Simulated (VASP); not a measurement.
# Pd (Pm-3m) in VASP: a series of runs

Runs on Pd. Level: PBE. Tasks: single point, relaxation of cell and atoms.

All numbers are computed with VASP 6.6.1; they aren't measurements. Logs are shortened: lines on timing, memory, paths and dates and some standing lists are left out, and cuts for length are marked.

## 1. The cell of the first run

The structure is cubic, space group Pm-3m (No. 221). The conventional cell has a = 2.277 Å, b = 2.277 Å, c = 2.277 Å, α = 90.00°, β = 90.00°, γ = 90.00°. Within 3.0 Å of Pd (site symmetry m-3m) lie 6 Pd at 2.28 Å.

## 2. Single point, PBE

INCAR reads:

```
ALGO = Normal ; EDIFF = 1E-6
ENCUT = 520 ; GGA = PE
ISIF = 2 ; ISMEAR = -1
LASPH = True ; LCHARG = True
LELF = True ; LREAL = False
LVHAR = True ; LWAVE = False
NBANDS = 11 ; NELM = 60
PREC = Accurate ; SIGMA = 0.05
```

KPOINTS reads:

```
k-points
0
Gamma
  17 17 17
```

POSCAR reads:

```
Pd
1.0
    2.2769189460      0.0000000000      0.0000000000
    0.0000000000      2.2769189460      0.0000000000
    0.0000000000      0.0000000000      2.2769189460
Pd
1
Direct
    0.0000000000      0.0000000000      0.0000000000
```

Potentials or basis: VASP PAW PBE potentials, release 64 (Pd).

On the command line:

```bash
$ cat potpaw_PBE.64/Pd/POTCAR > POTCAR
$ mpirun -np 1 vasp_std > vasp.out
```

OUTCAR:

```text
EDIFF = 1E-6
   ENCUT = 520
   GGA = PE
   ISIF = 2
   ISMEAR = -1
   LASPH = True
   LREAL = False
   NELM = 60
   PREC = Accurate

 ion  position               nearest neighbor table
   1  0.000  0.000  0.000-

  LATTYP: Found a simple cubic cell.
 ALAT       =     2.2769189460

  Lattice vectors:

 A1 = (   2.2769189460,   0.0000000000,   0.0000000000)
 A2 = (   0.0000000000,   2.2769189460,   0.0000000000)
 A3 = (   0.0000000000,   0.0000000000,   2.2769189460)

Analysis of symmetry for initial positions (statically):
=====================================================================
 Subroutine PRICEL returns:
 Original cell was already a primitive cell.

 Routine SETGRP: Setting up the symmetry group for a
 simple cubic supercell.

 Subroutine GETGRP returns: Found 48 space group operations
 (whereof 48 operations were pure point group operations)
 out of a pool of 48 trial point group operations.

The static configuration has the point symmetry O_h .

Analysis of symmetry for dynamics (positions and initial velocities):
=====================================================================
 Subroutine PRICEL returns:
 Original cell was already a primitive cell.

 Routine SETGRP: Setting up the symmetry group for a
 simple cubic supercell.

 Subroutine GETGRP returns: Found 48 space group operations
 (whereof 48 operations were pure point group operations)
 out of a pool of 48 trial point group operations.

The dynamic configuration has the point symmetry O_h .

 Subroutine INISYM returns: Found 48 space group operations
 (whereof 48 operations are pure point group operations),
 and found     1 'primitive' translations

----------------------------------------------------------------------------------------

                                     Primitive cell

  volume of cell :      11.8044

  direct lattice vectors                    reciprocal lattice vectors
     2.276918946  0.000000000  0.000000000     0.439189986  0.000000000  0.000000000
     0.000000000  2.276918946  0.000000000     0.000000000  0.439189986  0.000000000
     0.000000000  0.000000000  2.276918946     0.000000000  0.000000000  0.439189986

  length of vectors
     2.276918946  2.276918946  2.276918946     0.439189986  0.439189986  0.439189986

  position of ions in fractional coordinates (direct lattice)
     0.000000000  0.000000000  0.000000000

  ion indices of the primitive-cell ions
   primitive index   ion index
                 1           1

----------------------------------------------------------------------------------------

 KPOINTS: k-points

Automatic generation of k-mesh.
 Grid dimensions read from file:
 generate k-points for:   17   17   17

 Generating k-lattice:

  Cartesian coordinates                     Fractional coordinates (reciprocal lattice)
     0.025834705  0.000000000  0.000000000     0.058823529  0.000000000  0.000000000
     0.000000000  0.025834705  0.000000000     0.000000000  0.058823529  0.000000000
     0.000000000  0.000000000  0.025834705     0.000000000  0.000000000  0.058823529

  Length of vectors
     0.025834705  0.025834705  0.025834705

  Shift w.r.t. Gamma in fractional coordinates (k-lattice)
     0.000000000  0.000000000  0.000000000

 Subroutine IBZKPT returns following result:
 ===========================================

 Found    165 irreducible k-points:

 Following reciprocal coordinates:
            Coordinates               Weight
  0.000000  0.000000  0.000000      1.000000
  0.058824  0.000000  0.000000      6.000000
  0.117647  0.000000  0.000000      6.000000
  0.176471  0.000000  0.000000      6.000000
  0.235294  0.000000  0.000000      6.000000
  0.294118  0.000000  0.000000      6.000000
[... 16 lines left out ...]
  0.411765  0.117647  0.000000     24.000000
  0.470588  0.117647  0.000000     24.000000
 [... further k-points ...]
   k-points           NKPTS =    165   k-points in BZ     NKDIM =    165   number of bands    NBANDS=     11
   number of dos      NEDOS =    301   number of ions     NIONS =      1
   total plane-waves  NPLWV =   5832
   dimension x,y,z NGX =    18 NGY =   18 NGZ =   18
   dimension x,y,z NGXF=    36 NGYF=   36 NGZF=   36
   ions per type =               1
   NGX,Y,Z   is equivalent  to a cutoff of  13.14, 13.14, 13.14 a.u.
   NGXF,Y,Z  is equivalent  to a cutoff of  26.28, 26.28, 26.28 a.u.
 SYSTEM =  unknown system
   PREC   = accura    normal or accurate (medium, high low for compatibility)
   ISTART =      0    job   : 0-new  1-cont  2-samecut
   ICHARG =      2    charge: 1-file 2-atom 10-const
   ISPIN  =      1    spin polarized calculation?
   LNONCOLLINEAR =      F non collinear calculations
   LSORBIT =      F    spin-orbit coupling
   LASPH  =      T    aspherical Exc in radial PAW
   ENCUT  =  520.0 eV  38.22 Ry    6.18 a.u.   4.23  4.23  4.23*2*pi/ulx,y,z
   NELM   =     60;   NELMIN=  2; NELMDL= -5     # of ELM steps
   EDIFF  = 0.1E-05   stopping-criterion for ELM
   LREAL  =      F    real-space projection
[... 7 lines left out ...]
   TEBEG  =    0.0;   TEEND  =   0.0 temperature during run
   PSTRESS=    0.0 pullay stress
   NELECT =      10.0000    total number of electrons
   NUPDOWN=      -1.0000    fix difference up-down
   EMIN   =  10.00;   EMAX   =-10.00  energy-range for DOS
   EFERMI =   0.00;   METHOD = LEGACY
   ISMEAR =    -1;   SIGMA  =   0.05  broadening in eV -4-tet -1-fermi 0-gaus
   EFERMI_NEDOS =   21; number of points for ismear=-14 and -15
   IALGO  =     38    algorithm
   IMIX   =      4    mixing-type and parameters
     AMIX     =   0.40;   BMIX     =  1.00
     AMIX_MAG =   1.60;   BMIX_MAG =  1.00
  volume/ion in A,a.u.               =      11.80        79.66
  Fermi-wavevector in a.u.,A,eV,Ry     =   1.549033  2.927247 32.647212  2.399502
  Thomas-Fermi vector in A             =   2.653898
   LORBIT       =      0    0 simple, 1 ext, 2 COOP (PROOUT), +10 PAW based schemes
   GGA     = PE    functional components
   LHFCALC =     F    Hartree Fock is set to
   AEXX    =    0.0000 exact exchange contribution
   IVDW    =     0    specifies the selected vdW correction
   LEPSILON=     F    determine dielectric tensor
   LRPA    =     F    only Hartree local field effects (RPA)
 non-spin polarized calculation
  energy-cutoff  :      520.00
  volume of cell :       11.80
 maximum number of plane-waves:       326
 NGX is ok and might be reduce to    18
   NGX =  9   NGY =  9   NGZ =  9

 number of electron      10.0000000 magnetization

 number of electron       9.9999996 magnetization

 Free energy of the ion-electron system (eV)
  ---------------------------------------------------
  ext. energy  EPLUGINS =         0.00000000
  ---------------------------------------------------
  free energy    TOTEN  =        -2.89386704 eV

  energy without entropy =       -2.88540556  energy(sigma->0) =       -2.88963630

 E-fermi :  14.5122     XC(G=0): -14.4791

 val. band max:       14.5038815475   @ k =   0.1765   0.0588   0.0588
 cond. band min:      14.5191060056   @ k =   0.4118   0.1176   0.0000
 fundamental gap:      0.0152244581
 Fermi energy:        14.5121781805

 k-point     1 :       0.0000    0.0000    0.0000
  band No.  band energies     occupation
      1       5.3413      2.00000
      2       6.3643      2.00000
      3       6.3643      2.00000
      4      14.6679      0.08508
      5      14.6679      0.08508
      6      14.6679      0.08508
      7      33.8860      0.00000
      8      33.8860      0.00000
      9      33.8860      0.00000
     10      39.4400      0.00000
     11      42.9273      0.00000

 k-point     2 :       0.0588    0.0000    0.0000
  band No.  band energies     occupation
      1       5.4675      2.00000
      2       6.3916      2.00000
      3       6.5017      2.00000
      4      14.5386      0.74204
      5      14.5386      0.74204
      6      14.6778      0.07026
      7      33.0715      0.00000
      8      34.1201      0.00000
      9      34.1201      0.00000
     10      39.4665      0.00000
     11      42.0325      0.00000

 k-point     3 :       0.1176    0.0000    0.0000
  band No.  band energies     occupation
      1       5.7843      2.00000
      2       6.4710      2.00000
      3       6.9573      2.00000
      4      14.1817      1.99731
      5      14.1817      1.99731
      6      14.7065      0.04024
      7      31.2693      0.00000
      8      34.7856      0.00000
      9      34.7856      0.00000
     10      39.4976      0.00000
     11      40.3000      0.00000

 k-point     4 :       0.1765    0.0000    0.0000
  band No.  band energies     occupation
      1       6.1792      2.00000
      2       6.5936      2.00000
      3       7.7858      2.00000
      4      13.6743      2.00000
      5      13.6743      2.00000
      6      14.7502      0.01699
      7      29.2196      0.00000
      8      35.7878      0.00000
      9      35.7878      0.00000
     10      38.4958      0.00000
     11      39.5146      0.00000

 k-point     5 :       0.2353    0.0000    0.0000
  band No.  band energies     occupation
      1       6.6062      2.00000
      2       6.7452      2.00000
      3       8.9333      2.00000
      4      13.1074      2.00000
      5      13.1074      2.00000
      6      14.8032      0.00591
      7      27.2374      0.00000
      8      36.8452      0.00000
      9      37.0101      0.00000
     10      37.0101      0.00000
     11      39.5241      0.00000
[... 211 lines left out ...]
 k-point    21 :       0.2941    0.1176    0.0000
  band No.  band energies     occupation
      1       7.1026      2.00000
      2       7.7291      2.00000
      3       9.9079      2.00000
      4      12.6253      2.00000
      5      12.6549      2.00000
      6      14.4170      1.74049
      7      26.0154      0.00000
      8      34.1623      0.00000
      9      36.9481      0.00000
     10      39.2722      0.00000
     11      39.5978      0.00000

 k-point    22 :       0.3529    0.1176    0.0000
  band No.  band energies     occupation
      1       7.3164      2.00000
      2       8.0904      2.00000
      3      10.2241      2.00000
      4      12.1730      2.00000
      5      13.2971      2.00000
      6      14.4750      1.35586
      7      24.4056      0.00000
      8      34.1684      0.00000
      9      36.9075      0.00000
     10      39.5975      0.00000
     11      40.6272      0.00000

 k-point    23 :       0.4118    0.1176    0.0000
  band No.  band energies     occupation
      1       7.4646      2.00000
      2       8.4396      2.00000
      3      10.0813      2.00000
      4      11.8483      2.00000
      5      14.3443      1.93269
      6      14.5191      0.93083
      7      23.1329      0.00000
      8      33.8125      0.00000
      9      37.4200      0.00000
     10      39.5615      0.00000
     11      40.9656      0.00000

 k-point    24 :       0.4706    0.1176    0.0000
  band No.  band energies     occupation
      1       7.5414      2.00000
      2       8.6799      2.00000
      3       9.9010      2.00000
      4      11.6792      2.00000
      5      14.5430      0.70152
      6      15.1027      0.00001
      7      22.3744      0.00000
      8      33.5562      0.00000
      9      37.9779      0.00000
     10      39.3286      0.00000
     11      40.0989      0.00000

 [... further k-points ...]
[... 5 lines left out ...]
  --------------------------------------------------------------------------------------
  -------------------------------------------------------------------------------------
  Total       10.8461075     10.8461075     10.8461075      0.0000000      0.0000000     -0.0000000
  in kB     1472.1151174   1472.1151174   1472.1151174      0.0000000      0.0000000     -0.0000000
  external PRESSURE =    1472.1151174 kB  Pullay stress =       0.0000000 kB

 VOLUME and BASIS-vectors are now :
 -----------------------------------------------------------------------------
  energy-cutoff  :      520.00
  volume of cell :       11.80
      direct lattice vectors                 reciprocal lattice vectors
     2.276918946  0.000000000  0.000000000     0.439189986  0.000000000  0.000000000
     0.000000000  2.276918946  0.000000000     0.000000000  0.439189986  0.000000000
     0.000000000  0.000000000  2.276918946     0.000000000  0.000000000  0.439189986

 POSITION                                       TOTAL-FORCE (eV/Angst)
 -----------------------------------------------------------------------------------
      0.00000      0.00000      0.00000         0.000000      0.000000      0.000000
 -----------------------------------------------------------------------------------
    total drift:                               -0.000000      0.000000     -0.000000

  FREE ENERGIE OF THE ION-ELECTRON SYSTEM (eV)
  ---------------------------------------------------
  free  energy   TOTEN  =        -2.8938670431 eV

  energy  without entropy=       -2.8854055573  energy(sigma->0) =       -2.88963630
```

It took 9.6 s on 1 thread of AMD EPYC 9R45 (Zen 5), shared host; peak memory 0.1 GiB.

What came out:

```yaml
Free_energy: -2.8939 eV
Pressure: 147.2 GPa
Band_gap_on_the_k_mesh: zero (band 5 reaches 16.89 eV, above the bottom of band 6 at 13.34 eV)
```

(Continued in part 2 of 2.)
